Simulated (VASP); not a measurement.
# CoSn in VASP: a series of runs, part 3 of 3

VASP 6.6.1. Earlier steps stand in the parts before.

## Step 6: Relaxation of cell and atoms, PBE

Input file INCAR:

```
  PREC = Accurate
  ENCUT = 600
  EDIFF = 1E-6
  ISMEAR = 0
  SIGMA = 0.1
  LREAL = False
  LASPH = True
  NELM = 80
  ALGO = Fast
  ISIF = 3
  LWAVE = False
  LCHARG = False
  GGA = PE
  IBRION = 2
  NSW = 100
  EDIFFG = -0.01
```

Input file KPOINTS:

```
Automatic mesh
0
Gamma
  18 18 18
```

Input file POSCAR:

```
CoSn
1.0
    3.1451300330      0.0000000000      0.0000000000
    0.0000000000      3.1451300330      0.0000000000
    0.0000000000      0.0000000000      3.1451300330
Co Sn
1 1
Direct
    0.0000000000      0.0000000000      0.0000000000
    0.5000000000      0.5000000000      0.5000000000
```

Potentials or basis: VASP PAW PBE potentials, release 64 (Co, Sn_d).

On the command line:

```sh
$ cat potpaw_PBE.64/Co/POTCAR potpaw_PBE.64/Sn_d/POTCAR > POTCAR
$ mpirun -np 1 vasp_std > vasp.out
```

OUTCAR:

```text
PREC = Accurate
   ENCUT = 600
   EDIFF = 1E-6
   ISMEAR = 0
   LREAL = False
   LASPH = True
   NELM = 80
   ISIF = 3
   GGA = PE
   IBRION = 2
   NSW = 100
   EDIFFG = -0.01

 ion  position               nearest neighbor table
   1  0.000  0.000  0.000-   2 2.72   2 2.72   2 2.72   2 2.72   2 2.72   2 2.72   2 2.72   2 2.72

   2  0.500  0.500  0.500-   1 2.72   1 2.72   1 2.72   1 2.72   1 2.72   1 2.72   1 2.72   1 2.72

  LATTYP: Found a simple cubic cell.
 ALAT       =     3.1451300330

  Lattice vectors:

 A1 = (   3.1451300330,   0.0000000000,   0.0000000000)
 A2 = (   0.0000000000,   3.1451300330,   0.0000000000)
 A3 = (   0.0000000000,   0.0000000000,   3.1451300330)

Analysis of symmetry for initial positions (statically):
=====================================================================
 Subroutine PRICEL returns:
 Original cell was already a primitive cell.

 Routine SETGRP: Setting up the symmetry group for a
 simple cubic supercell.

 Subroutine GETGRP returns: Found 48 space group operations
 (whereof 48 operations were pure point group operations)
 out of a pool of 48 trial point group operations.

The static configuration has the point symmetry O_h .

Analysis of symmetry for dynamics (positions and initial velocities):
=====================================================================
 Subroutine PRICEL returns:
 Original cell was already a primitive cell.

 Routine SETGRP: Setting up the symmetry group for a
 simple cubic supercell.

 Subroutine GETGRP returns: Found 48 space group operations
 (whereof 48 operations were pure point group operations)
 out of a pool of 48 trial point group operations.

The dynamic configuration has the point symmetry O_h .

 Subroutine INISYM returns: Found 48 space group operations
 (whereof 48 operations are pure point group operations),
[... 129 lines left out ...]
 RMM-DIIS sequential band-by-band and
 Gauss-broadening in eV      SIGMA  =   0.10
  energy-cutoff  :      600.00
  volume of cell :       31.11
 maximum number of plane-waves:      1064
 NGX is ok and might be reduce to    28
   NGX = 13   NGY = 13   NGZ = 13

--------------------------------------- Ionic step        1  -------------------------------------------

 number of electron      23.0000004 magnetization

 Free energy of the ion-electron system (eV)
  ---------------------------------------------------
  ext. energy  EPLUGINS =         0.00000000
  ---------------------------------------------------
  free energy    TOTEN  =       -10.53998500 eV

  energy without entropy =      -10.52618956  energy(sigma->0) =      -10.53308728

------------------------ aborting loop because EDIFF is reached ----------------------------------------

  FORCE on cell =-STRESS in cart. coord.  units (eV):
  Direction    XX          YY          ZZ          XY          YZ          ZX
  --------------------------------------------------------------------------------------
  -------------------------------------------------------------------------------------
  Total       -0.0217357     -0.0217357     -0.0217357      0.0000000      0.0000000      0.0000000
  in kB       -1.1193574     -1.1193574     -1.1193574      0.0000000      0.0000000      0.0000000
  external PRESSURE =      -1.1193574 kB  Pullay stress =       0.0000000 kB
[... 59 lines left out ...]
--------------------------------------- Ionic step        3  -------------------------------------------

 number of electron      23.0000003 magnetization

 Free energy of the ion-electron system (eV)
  ---------------------------------------------------
  ext. energy  EPLUGINS =         0.00000000
  ---------------------------------------------------
  free energy    TOTEN  =       -10.53999659 eV

  energy without entropy =      -10.52624053  energy(sigma->0) =      -10.53311856

 E-fermi :  11.4344     XC(G=0): -12.3952

 val. band max:       11.4304333682   @ k =   0.4444   0.3889   0.3889
 cond. band min:      11.4346413682   @ k =   0.3333   0.2222   0.0000
 fundamental gap:      0.0042080001
 Fermi energy:        11.4343784543

 k-point     1 :       0.0000    0.0000    0.0000
  band No.  band energies     occupation
      1     -10.4244      2.00000
      2     -10.4244      2.00000
      3     -10.1224      2.00000
      4     -10.1224      2.00000
      5     -10.1224      2.00000
      6      -0.8607      2.00000
      7       9.3565      2.00000
      8       9.3565      2.00000
      9      10.7143      2.00000
     10      10.7143      2.00000
     11      10.7143      2.00000
     12      14.2318      0.00000
     13      14.2318      0.00000
     14      14.2318      0.00000
[... 401 lines left out ...]
      2     -10.2149      2.00000
      3     -10.2021      2.00000
      4     -10.1867      2.00000
      5     -10.1244      2.00000
      6       1.0734      2.00000
      7       6.6686      2.00000
      8       9.4382      2.00000
      9       9.8711      2.00000
     10      10.0026      2.00000
     11      10.6435      2.00000
     12      11.3022      1.93845
     13      15.3328      0.00000
     14      17.2290      0.00000
     15      20.3550      0.00000

 [... further k-points ...]
[... 5 lines left out ...]
  --------------------------------------------------------------------------------------
  -------------------------------------------------------------------------------------
  Total       -0.0041005     -0.0041005     -0.0041005      0.0000000      0.0000000     -0.0000000
  in kB       -0.2113842     -0.2113842     -0.2113842      0.0000000      0.0000000     -0.0000000
  external PRESSURE =      -0.2113842 kB  Pullay stress =       0.0000000 kB
[... 17 lines left out ...]
  FREE ENERGIE OF THE ION-ELECTRON SYSTEM (eV)
  ---------------------------------------------------
  free  energy   TOTEN  =       -10.5399965913 eV

  energy  without entropy=      -10.5262405269  energy(sigma->0) =      -10.53311856

 reached required accuracy - stopping structural energy minimisation
```

OSZICAR:

```text
N       E                     dE             d eps       ncg     rms          rms(c)
DAV:   1     0.150450789806E+03    0.15045E+03   -0.12464E+04  6664   0.260E+03
DAV:   2    -0.149734879215E+01   -0.15195E+03   -0.14981E+03  6628   0.436E+02
DAV:   3    -0.109855884316E+02   -0.94882E+01   -0.94185E+01  7986   0.117E+02
[... 22 lines left out ...]
DAV:   1    -0.105400952993E+02   -0.10464E-03   -0.17351E-03  8238   0.801E-01    0.778E-02
RMM:   2    -0.105401960036E+02   -0.10070E-03   -0.87748E-04  6621   0.367E-01    0.114E-01
RMM:   3    -0.105400080433E+02    0.18796E-03   -0.38173E-04  6664   0.265E-01    0.235E-02
RMM:   4    -0.105399973270E+02    0.10716E-04   -0.23400E-05  7393   0.688E-02    0.335E-03
RMM:   5    -0.105399965913E+02    0.73572E-06   -0.31344E-06  4857   0.191E-02
   3 F= -.10539997E+02 E0= -.10533119E+02  d E =-.115951E-04
```

CONTCAR:

```text
CoSn
   1.00000000000000
     3.1440726100810221    0.0000000000000000    0.0000000000000000
     0.0000000000000000    3.1440726100810221    0.0000000000000000
     0.0000000000000000    0.0000000000000000    3.1440726100810221
  Co              Sn
     1     1
Direct
     0.0000000000000000    0.0000000000000000    0.0000000000000000
     0.5000000000000000    0.5000000000000000    0.5000000000000000

  0.00000000E+00  0.00000000E+00  0.00000000E+00
  0.00000000E+00  0.00000000E+00  0.00000000E+00
```

It took 100 s on 1 thread of Intel Xeon 6975P-C (Granite Rapids), shared host; peak memory 0.28 GiB.

Results:

```
Free energy                            : -10.5400 eV
Relaxed volume                         : 15.54 Å³/atom
Relaxed cell                           : a = 3.144 Å, b = 3.144 Å, c = 3.144 Å, α = 90.00°, β = 90.00°, γ = 90.00°
Space group after relaxing (to 0.05 Å) : Pm-3m (No. 221)
Energy gained by relaxing              : 0.0 meV/atom
Ionic steps                            : 3
Pressure after relaxing                : 0.0 GPa
```

Final structure:
```
Co Sn
1.0
     3.14407    0.00000    0.00000
     0.00000    3.14407    0.00000
     0.00000    0.00000    3.14407
Co Sn
1 1
Direct
  0.00000 0.00000 0.00000
  0.50000 0.50000 0.50000
```

Levels at points of the mesh, in eV from the Fermi level:
```tsv
k point	band 9	band 10	band 11	band 12	band 13	band 14	band 15
(0.00, 0.00, 0.00)	-0.72	-0.72	-0.72	2.80	2.80	2.80	8.21
(0.50, 0.00, 0.00)	-1.65	-1.65	-0.75	-0.16	7.55	7.55	9.29
(0.50, 0.50, 0.00)	-2.29	-1.10	-1.10	-0.29	0.89	1.55	8.43
(0.50, 0.50, 0.50)	-2.31	-0.26	-0.26	2.36	2.36	2.36	2.86
```

Caveat: spin-orbit coupling is left out, which moves the levels of the heavy elements. Spin polarisation is off, so any magnetic state and its effect on volume and gap are missing.

## Step 7: Summary

```tsv
task	spin	cell	k mesh	cutoff (eV)	gap on the mesh (eV)	pressure (GPa)
single point	off	a = 3.145 Å, 2 atoms	6 × 6 × 6	520	none	-0.3
relaxation of cell and atoms	off	relaxed from a = 3.140 Å, 2 atoms	6 × 6 × 6	600	none	0.4
single point	off	a = 3.144 Å, 2 atoms	18 × 18 × 18	520	none	0.0
single point	collinear, antiferromagnetic start	a = 4.458, b = 4.458, c = 3.116 Å, 4 atoms	4 × 4 × 4	520	none	0.3
relaxation of cell and atoms	off	relaxed from a = 3.145 Å, 2 atoms	18 × 18 × 18	600	none	0.0
```

Alike in all rows: level PBE; potentials or basis VASP PAW PBE potentials, release 64 (Co, Sn_d); smearing gaussian 0.1 eV.

Caveats: some runs use coarse meshes; spin-orbit coupling is left out, which moves the levels of the heavy elements; the relaxation stopped at its first step, so nothing moved (some runs).

Absolute energies hang on the potentials; compare differences alone.
